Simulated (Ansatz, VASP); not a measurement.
Two plane-wave programs on WC

Contents of INCAR:

```
PREC     = Accurate       # precision mode
ENCUT    = 1300           # plane-wave cutoff, eV
EDIFF    = 1E-6           # SCF threshold, eV
ISMEAR   = -1             # smearing method
SIGMA    = 0.15           # smearing width, eV
LREAL    = F              # projectors in reciprocal space
LASPH    = T              # aspherical terms in the spheres
NELM     = 120            # most SCF steps
ALGO     = Normal         # electronic algorithm
ISIF     = 2              # what is computed and relaxed
LWAVE    = F              # write WAVECAR
LCHARG   = F              # write CHGCAR
GGA      = PE             # functional
NBANDS   = 16             # bands
GGA_COMPAT= F
```

File KPOINTS:

```
regular mesh
0
Gamma
  11 11 10
```

POSCAR

```
WC
1.0
    2.9447478072      0.0000000000      0.0000000000
   -1.4723739036      2.5502235354      0.0000000000
    0.0000000000      0.0000000000      2.8739279649
W C
1 1
Direct
    0.0000000000      0.0000000000      0.0000000000
    0.6666666667      0.3333333333      0.5000000000
```

Input for Ansatz:

```yaml
crystal:
  lattice:
    - [2.944747807203345, 0.0, 0.0]
    - [-1.4723739036016725, 2.550223535355768, 0.0]
    - [0.0, 0.0, 2.8739279648763145]
  atoms:
    - { symbol: W, position: [0.0, 0.0, 0.0] }
    - { symbol: C, position: [0.6666666666666666, 0.3333333333333333, 0.5] }
basis:
  ecutwfc: 571.4391111657479
kpoints:
  mp_grid:
    grid: [11, 11, 10]
hamiltonian:
  xc: pbe
scf:
  convergence:
    dr2_threshold: 1.0e-10
  occupations:
    method: fermi_dirac
    width: 0.15
output:
  stress: true
```

Alike in both runs: task single point; functional PBE; k mesh 11 × 11 × 10; occupations fermi-dirac, width 0.15 eV; no spin polarisation.

```csv
,VASP,Ansatz
version,VASP 6.6.1,Ansatz 0.2.0
potentials or method,"VASP PAW PBE potentials, release 64 (W_sv, C_h), cutoff 1300 eV","plane waves, PAW"
valence electrons in the cell,18,18
```

|  | VASP | Ansatz | Ansatz less VASP |
| --- | --- | --- | --- |
| pressure (GPa) | -8.3 | -9.2 | -0.91 |
| traceless stress, the component that is largest in VASP (GPa) | -1.88 | -2.09 | -0.214 |

Ansatz's warnings: structure snapped to symmetry.

Neither program's run includes spin-orbit coupling.
